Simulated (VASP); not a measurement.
# BeS (F-43m) in VASP: notebook

The runs below take BeS through single point, relaxation of cell and atoms, with PBEsol.

Everything below comes from runs of VASP 6.6.1. Logs are shortened: lines on timing, memory, paths and dates and some standing lists are left out, and cuts for length are marked.

**1. The cell of the first run**

The structure is cubic, space group F-43m (No. 216). The conventional cell has a = 4.838 Å, b = 4.838 Å, c = 4.838 Å, α = 90.00°, β = 90.00°, γ = 90.00°. Within 2.8 Å of Be (site symmetry -43m) lie 4 S at 2.09 Å. S (site symmetry -43m) has 4 Be at 2.09 Å within 2.8 Å.

**2. Single point, PBEsol**

Input file INCAR:

```
SYSTEM = BeS
ALGO = Normal
EDIFF = 1E-6
ENCUT = 520
GGA = PS
ISIF = 2
ISMEAR = 0
LASPH = .TRUE.
LCHARG = .FALSE.
LREAL = .FALSE.
LWAVE = .FALSE.
NBANDS = 11
NELM = 80
PREC = Accurate
SIGMA = 0.02
```

Input file KPOINTS:

```
k-points
0
G
  8 8 8
  0 0 0
```

Input file POSCAR:

```
BeS
1.0
    0.0000000000      2.4188538119      2.4188538119
    2.4188538119      0.0000000000      2.4188538119
    2.4188538119      2.4188538119      0.0000000000
Be S
1 1
Direct
    0.0000000000      0.0000000000      0.0000000000
    0.7500000000      0.7500000000      0.7500000000
```

Potentials or basis: VASP PAW PBE potentials, release 64 (Be, S).

Started as:

```sh
$ cat potpaw_PBE.64/Be/POTCAR potpaw_PBE.64/S/POTCAR > POTCAR
$ mpirun -np 1 vasp_std > vasp.out
```

OUTCAR:

```text
SYSTEM = BeS
   EDIFF = 1E-6
   ENCUT = 520
   GGA = PS
   ISIF = 2
   ISMEAR = 0
   LASPH = .TRUE.
   LREAL = .FALSE.
   NELM = 80
   PREC = Accurate

 ion  position               nearest neighbor table
   1  0.000  0.000  0.000-   2 2.09   2 2.09   2 2.09   2 2.09
   2  0.750  0.750  0.750-   1 2.09   1 2.09   1 2.09   1 2.09

  LATTYP: Found a face centered cubic cell.
 ALAT       =     4.8377076238

  Lattice vectors:

 A1 = (   0.0000000000,   2.4188538119,   2.4188538119)
 A2 = (   2.4188538119,   0.0000000000,   2.4188538119)
 A3 = (   2.4188538119,   2.4188538119,   0.0000000000)

Analysis of symmetry for initial positions (statically):
=====================================================================
 Subroutine PRICEL returns:
 Original cell was already a primitive cell.

 Routine SETGRP: Setting up the symmetry group for a
 face centered cubic supercell.

 Subroutine GETGRP returns: Found 24 space group operations
 (whereof 24 operations were pure point group operations)
 out of a pool of 48 trial point group operations.

The static configuration has the point symmetry T_d .

Analysis of symmetry for dynamics (positions and initial velocities):
=====================================================================
 Subroutine PRICEL returns:
 Original cell was already a primitive cell.

 Routine SETGRP: Setting up the symmetry group for a
 face centered cubic supercell.

 Subroutine GETGRP returns: Found 24 space group operations
 (whereof 24 operations were pure point group operations)
 out of a pool of 48 trial point group operations.

The dynamic configuration has the point symmetry T_d .

 Subroutine INISYM returns: Found 24 space group operations
 (whereof 24 operations are pure point group operations),
 and found     1 'primitive' translations

----------------------------------------------------------------------------------------

                                     Primitive cell

  volume of cell :      28.3047

  direct lattice vectors                    reciprocal lattice vectors
     0.000000000  2.418853812  2.418853812    -0.206709474  0.206709474  0.206709474
     2.418853812  0.000000000  2.418853812     0.206709474 -0.206709474  0.206709474
     2.418853812  2.418853812  0.000000000     0.206709474  0.206709474 -0.206709474

  length of vectors
     3.420775866  3.420775866  3.420775866     0.358031312  0.358031312  0.358031312

  position of ions in fractional coordinates (direct lattice)
     0.000000000  0.000000000  0.000000000
     0.750000000  0.750000000  0.750000000

  ion indices of the primitive-cell ions
   primitive index   ion index
                 1           1
                 2           2

----------------------------------------------------------------------------------------

 KPOINTS: k-points

Automatic generation of k-mesh.
 Grid dimensions read from file:
 generate k-points for:    8    8    8

 Generating k-lattice:

  Cartesian coordinates                     Fractional coordinates (reciprocal lattice)
    -0.025838684  0.025838684  0.025838684     0.125000000  0.000000000  0.000000000
     0.025838684 -0.025838684  0.025838684     0.000000000  0.125000000  0.000000000
     0.025838684  0.025838684 -0.025838684     0.000000000  0.000000000  0.125000000

  Length of vectors
     0.044753914  0.044753914  0.044753914

  Shift w.r.t. Gamma in fractional coordinates (k-lattice)
     0.000000000  0.000000000  0.000000000

 Subroutine IBZKPT returns following result:
 ===========================================

 Found     29 irreducible k-points:

 Following reciprocal coordinates:
            Coordinates               Weight
  0.000000  0.000000  0.000000      1.000000
  0.125000  0.000000  0.000000      8.000000
  0.250000  0.000000  0.000000      8.000000
  0.375000  0.000000  0.000000      8.000000
  0.500000  0.000000  0.000000      4.000000
  0.125000  0.125000  0.000000      6.000000
[... 16 lines left out ...]
  0.500000  0.250000  0.125000     48.000000
 -0.375000  0.250000  0.125000     24.000000
 [... further k-points ...]
   k-points           NKPTS =     29   k-points in BZ     NKDIM =     29   number of bands    NBANDS=     11
   number of dos      NEDOS =    301   number of ions     NIONS =      2
   total plane-waves  NPLWV =  21952
   dimension x,y,z NGX =    28 NGY =   28 NGZ =   28
   dimension x,y,z NGXF=    56 NGYF=   56 NGZF=   56
   ions per type =               1   1
   NGX,Y,Z   is equivalent  to a cutoff of  13.61, 13.61, 13.61 a.u.
   NGXF,Y,Z  is equivalent  to a cutoff of  27.22, 27.22, 27.22 a.u.
 SYSTEM =  BeS
   PREC   = accura    normal or accurate (medium, high low for compatibility)
   ISTART =      0    job   : 0-new  1-cont  2-samecut
   ICHARG =      2    charge: 1-file 2-atom 10-const
   ISPIN  =      1    spin polarized calculation?
   LNONCOLLINEAR =      F non collinear calculations
   LSORBIT =      F    spin-orbit coupling
   LASPH  =      T    aspherical Exc in radial PAW
   ENCUT  =  520.0 eV  38.22 Ry    6.18 a.u.   6.36  6.36  6.36*2*pi/ulx,y,z
   NELM   =     80;   NELMIN=  2; NELMDL= -5     # of ELM steps
   EDIFF  = 0.1E-05   stopping-criterion for ELM
   LREAL  =      F    real-space projection
   EDIFFG = 0.1E-04   stopping-criterion for IOM
   NSW    =      0    number of steps for IOM
   IBRION =     -1    ionic relax: 0-MD 1-quasi-New 2-CG
   NFREE  =      0    steps in history (QN), initial steepest desc. (CG)
   ISIF   =      2    stress and relaxation
   ISYM   =      2    0-nonsym 1-usesym 2-fastsym
   POTIM  = 0.5000    time-step for ionic-motion
   TEBEG  =    0.0;   TEEND  =   0.0 temperature during run
   PSTRESS=    0.0 pullay stress
   NELECT =       8.0000    total number of electrons
   NUPDOWN=      -1.0000    fix difference up-down
   EMIN   =  10.00;   EMAX   =-10.00  energy-range for DOS
   EFERMI =   0.00;   METHOD = LEGACY
   ISMEAR =     0;   SIGMA  =   0.02  broadening in eV -4-tet -1-fermi 0-gaus
   EFERMI_NEDOS =   21; number of points for ismear=-14 and -15
   IALGO  =     38    algorithm
   IMIX   =      4    mixing-type and parameters
     AMIX     =   0.40;   BMIX     =  1.00
     AMIX_MAG =   1.60;   BMIX_MAG =  1.00
  volume/ion in A,a.u.               =      14.15        95.50
  Fermi-wavevector in a.u.,A,eV,Ry     =   1.074365  2.030256 15.704664  1.154260
  Thomas-Fermi vector in A             =   2.210191
   LORBIT       =      0    0 simple, 1 ext, 2 COOP (PROOUT), +10 PAW based schemes
   GGA     = PS    functional components
   LHFCALC =     F    Hartree Fock is set to
   AEXX    =    0.0000 exact exchange contribution
   IVDW    =     0    specifies the selected vdW correction
   LEPSILON=     F    determine dielectric tensor
   LRPA    =     F    only Hartree local field effects (RPA)
 non-spin polarized calculation
 Gauss-broadening in eV      SIGMA  =   0.02
  energy-cutoff  :      520.00
  volume of cell :       28.30
 maximum number of plane-waves:       778
 NGX is ok and might be reduce to    28
   NGX = 13   NGY = 13   NGZ = 13

 number of electron       8.0000000 magnetization

 Free energy of the ion-electron system (eV)
  ---------------------------------------------------
  ext. energy  EPLUGINS =         0.00000000
  ---------------------------------------------------
  free energy    TOTEN  =       -10.56410767 eV

  energy without entropy =      -10.56410767  energy(sigma->0) =      -10.56410767

 E-fermi :   4.3593     XC(G=0):  -9.9322

 val. band max:        4.2235864278   @ k =   0.0000   0.0000   0.0000
 cond. band min:       7.1343422674   @ k =   0.5000   0.5000   0.0000
 fundamental gap:      2.9107558396
 Fermi energy:         4.3593494500

 k-point     1 :       0.0000    0.0000    0.0000
  band No.  band energies     occupation
      1      -9.5459      2.00000
      2       4.2236      2.00000
      3       4.2236      2.00000
      4       4.2236      2.00000
      5       9.8300      0.00000
      6       9.8300      0.00000
      7       9.8300      0.00000
      8       9.9937      0.00000
      9      17.0335      0.00000
     10      17.0335      0.00000
     11      18.9583      0.00000

 k-point     2 :       0.1250    0.0000    0.0000
  band No.  band energies     occupation
      1      -9.3649      2.00000
      2       2.9904      2.00000
      3       4.0190      2.00000
      4       4.0190      2.00000
      5       9.7402      0.00000
      6      10.1926      0.00000
      7      10.1926      0.00000
      8      11.3258      0.00000
      9      16.3015      0.00000
     10      16.3015      0.00000
     11      18.7547      0.00000

 k-point     3 :       0.2500    0.0000    0.0000
  band No.  band energies     occupation
      1      -8.8650      2.00000
      2       0.8452      2.00000
      3       3.6133      2.00000
      4       3.6133      2.00000
      5       9.6966      0.00000
      6      10.7373      0.00000
      7      10.7373      0.00000
      8      13.4300      0.00000
      9      16.0501      0.00000
     10      16.0501      0.00000
     11      18.2949      0.00000

 k-point     4 :       0.3750    0.0000    0.0000
  band No.  band energies     occupation
      1      -8.2259      2.00000
      2      -0.9502      2.00000
      3       3.2879      2.00000
      4       3.2879      2.00000
      5       9.6505      0.00000
      6      10.7871      0.00000
      7      10.7871      0.00000
      8      14.8613      0.00000
      9      17.4361      0.00000
     10      17.4361      0.00000
     11      18.5328      0.00000
[... 239 lines left out ...]
 k-point    22 :       0.3750    0.2500    0.1250
  band No.  band energies     occupation
      1      -8.4559      2.00000
      2       0.6149      2.00000
      3       2.0243      2.00000
      4       3.0773      2.00000
      5       9.6496      0.00000
      6      11.4548      0.00000
      7      11.6422      0.00000
      8      12.7572      0.00000
      9      15.7851      0.00000
     10      18.6201      0.00000
     11      20.1393      0.00000

 k-point    23 :       0.5000    0.2500    0.1250
  band No.  band energies     occupation
      1      -7.8923      2.00000
      2      -0.5742      2.00000
      3       1.4825      2.00000
      4       2.5918      2.00000
      5      10.1100      0.00000
      6      10.9607      0.00000
      7      12.6533      0.00000
      8      13.4659      0.00000
      9      16.8094      0.00000
     10      18.5998      0.00000
     11      20.7164      0.00000

 k-point    24 :      -0.3750    0.2500    0.1250
  band No.  band energies     occupation
      1      -7.6069      2.00000
      2      -1.1452      2.00000
      3       1.3892      2.00000
      4       2.3387      2.00000
      5      10.1889      0.00000
      6      10.7441      0.00000
      7      13.3440      0.00000
      8      14.6794      0.00000
      9      15.6099      0.00000
     10      19.5711      0.00000
     11      20.1429      0.00000

 [... further k-points ...]
[... 5 lines left out ...]
  --------------------------------------------------------------------------------------
  -------------------------------------------------------------------------------------
  Total        0.0316617      0.0316617      0.0316617     -0.0000000     -0.0000000     -0.0000000
  in kB        1.7921971      1.7921971      1.7921971     -0.0000000     -0.0000000     -0.0000000
  external PRESSURE =       1.7921971 kB  Pullay stress =       0.0000000 kB

 VOLUME and BASIS-vectors are now :
 -----------------------------------------------------------------------------
  energy-cutoff  :      520.00
  volume of cell :       28.30
      direct lattice vectors                 reciprocal lattice vectors
     0.000000000  2.418853812  2.418853812    -0.206709474  0.206709474  0.206709474
     2.418853812  0.000000000  2.418853812     0.206709474 -0.206709474  0.206709474
     2.418853812  2.418853812  0.000000000     0.206709474  0.206709474 -0.206709474

 POSITION                                       TOTAL-FORCE (eV/Angst)
 -----------------------------------------------------------------------------------
      0.00000      0.00000      0.00000         0.000000      0.000000      0.000000
      3.62828      3.62828      3.62828        -0.000000     -0.000000     -0.000000
 -----------------------------------------------------------------------------------
    total drift:                               -0.000000     -0.000000     -0.000000

  FREE ENERGIE OF THE ION-ELECTRON SYSTEM (eV)
  ---------------------------------------------------
  free  energy   TOTEN  =       -10.5641076703 eV

  energy  without entropy=      -10.5641076703  energy(sigma->0) =      -10.56410767
```

Wall time 7.8 s (1 thread of AMD EPYC 7R43 (Zen 3), shared host); peak memory 0.11 GiB.

Results:

```
Free energy            : -10.5641 eV
Pressure               : 0.2 GPa
Band gap on the k mesh : 2.91 eV, indirect (least direct gap 5.61 eV)
```

Levels at points of the mesh, in eV from the valence-band top:
```tsv
k point	band 2	band 3	band 4	band 5	band 6	band 7
(0.00, 0.00, 0.00)	0.00	0.00	0.00	5.61	5.61	5.61
(0.50, 0.00, 0.00)	-5.91	-1.05	-1.05	5.41	6.48	6.48
(0.50, 0.50, 0.00)	-5.11	-2.70	-2.70	2.91	4.80	12.81
```

Caveat: the PAW data sets were made with another functional, which shifts forces and pressure a little. A k mesh can miss the band edges.

**3. Relaxation of cell and atoms, PBEsol**

This run uses another cell than the first one, of 14.44 Å³/atom, 1.020 times its volume.

Input file INCAR:

```
PREC     = Accurate       # precision mode
ENCUT    = 600            # plane-wave cutoff, eV
EDIFF    = 1E-6           # SCF threshold, eV
ISMEAR   = 0              # smearing method
SIGMA    = 0.02           # smearing width, eV
LREAL    = False          # projectors in reciprocal space
LASPH    = True           # aspherical terms in the spheres
NELM     = 80             # most SCF steps
ALGO     = Normal         # electronic algorithm
ISIF     = 3              # what is computed and relaxed
LWAVE    = False          # write WAVECAR
LCHARG   = False          # write CHGCAR
GGA      = PS             # functional
IBRION   = 2              # ionic algorithm
NSW      = 100            # ionic steps
EDIFFG   = -0.005         # ionic threshold
```

Input file KPOINTS:

```
Automatic mesh
0
Gamma
  8 8 8
```

Input file POSCAR:

```
BeS
1.0
    0.0000000000      2.4351516489      2.4351516489
    2.4351516489      0.0000000000      2.4351516489
    2.4351516489      2.4351516489      0.0000000000
Be S
1 1
Direct
    0.0000000000      0.0000000000      0.0000000000
    0.7500000000      0.7500000000      0.7500000000
```

Potentials or basis: VASP PAW PBE potentials, release 64 (Be, S).

Started as:

```sh
$ cat potpaw_PBE.64/Be/POTCAR potpaw_PBE.64/S/POTCAR > POTCAR
$ mpirun -np 1 vasp_std > vasp.out
```

It took 13 s on 1 thread of AMD EPYC 7R43 (Zen 3), shared host; peak memory 0.12 GiB.

It converged, with:

```yaml
Free_energy: -10.5644 eV
Relaxed_volume: 14.18 Å³/atom
Relaxed_cell: a = 3.423 Å, b = 3.423 Å, c = 3.423 Å, α = 60.00°, β = 60.00°, γ = 60.00°
Space_group_after_relaxing_to_0.05_Å: F-43m (No. 216)
Energy_gained_by_relaxing: 1.4 meV/atom
Ionic_steps: 3
Pressure_after_relaxing: 0.0 GPa
Band_gap_on_the_k_mesh: 2.92 eV, indirect (least direct gap 5.61 eV)
```

Step by step:
```
step  energy change (eV)  largest force (eV/Å)  pressure (GPa)  volume (Å³)
   1              0.0000                0.0000           -1.69        28.88
   2             -0.0026                0.0000            0.40        28.25
   3             -0.0028                0.0000            0.00        28.36
```

Final structure:
```yaml
crystal:
  lattice:
    - [0.00000, 2.42053, 2.42053]
    - [2.42053, 0.00000, 2.42053]
    - [2.42053, 2.42053, 0.00000]
  atoms:
    - { symbol: Be, position: [0.00000, 0.00000, 0.00000] }
    - { symbol: S, position: [0.75000, 0.75000, 0.75000] }
```

Levels at points of the mesh, in eV from the valence-band top:
```tsv
k point	band 1	band 2	band 3	band 4	band 5	band 6	band 7	band 8
(0.00, 0.00, 0.00)	-13.76	0.00	0.00	0.00	5.61	5.61	5.61	5.75
(0.50, 0.00, 0.00)	-12.10	-5.90	-1.05	-1.05	5.40	6.48	6.48	11.00
(0.50, 0.50, 0.00)	-11.55	-5.10	-2.69	-2.69	2.92	4.81	12.79	12.79
```

Caveat: the PAW data sets were made with another functional, which shifts forces and pressure a little. PBEsol gaps usually lie below the measured ones, often by a third to a half.

**4. Single point, PBEsol**

This run uses another cell than the first one, of 14.44 Å³/atom, 1.020 times its volume.

Input file INCAR:

```
SYSTEM = BeS
PREC = Accurate ; ENCUT = 600
EDIFF = 1E-6 ; ISMEAR = 0
SIGMA = 0.1 ; LREAL = .FALSE.
LASPH = .TRUE. ; NELM = 120
ALGO = Normal ; ISIF = 2
LWAVE = .FALSE. ; LCHARG = .FALSE.
GGA = PS ; NBANDS = 11
GGA_COMPAT = .FALSE.
```

Input file KPOINTS:

```
regular mesh
0
G
  6 6 6
  0 0 0
```

POSCAR is that of step 3.

Started as:

```sh
$ cat potpaw_PBE.64/Be/POTCAR potpaw_PBE.64/S/POTCAR > POTCAR
$ mpirun -np 1 vasp_std > vasp.out
```

Run time: 15 s. Hardware: 1 thread of Intel Xeon 8259CL, shared host; peak memory 0.15 GiB.

Results (log left out):

```yaml
Free_energy: -10.5588 eV
Pressure: -1.6 GPa
Band_gap_on_the_k_mesh: 2.95 eV, indirect (least direct gap 5.58 eV)
```

Levels at points of the mesh, in eV from the valence-band top:
```csv
k point,band 2,band 3,band 4,band 5,band 6,band 7
"(0.00, 0.00, 0.00)",0.00,0.00,0.00,5.60,5.61,5.61
"(0.50, 0.00, 0.00)",-5.78,-1.03,-1.03,5.33,6.48,6.48
"(0.50, 0.50, 0.00)",-5.01,-2.63,-2.63,2.95,4.82,12.65
```

Caveat: the PAW data sets were made with another functional, which shifts forces and pressure a little.

**5. Overview**

```csv
task,cell,k mesh,cutoff (eV),smearing,gap on the mesh (eV),pressure (GPa)
single point,"a = 3.421 Å, angles 60.0°, 2 atoms",8 × 8 × 8,520,gaussian 0.02 eV,2.91,0.2
relaxation of cell and atoms,"relaxed from a = 3.444 Å, angles 60.0°, 2 atoms",8 × 8 × 8,600,gaussian 0.02 eV,2.92,0.0
single point,"a = 3.444 Å, angles 60.0°, 2 atoms",6 × 6 × 6,600,gaussian 0.1 eV,2.95,-1.6
```

Alike in all rows: level PBEsol; potentials or basis VASP PAW PBE potentials, release 64 (Be, S); no spin polarisation.

Caveats: the PAW data sets were made with another functional, which shifts forces and pressure a little.

Total energies depend on the potentials used, so only differences within one code and one set of settings carry meaning.
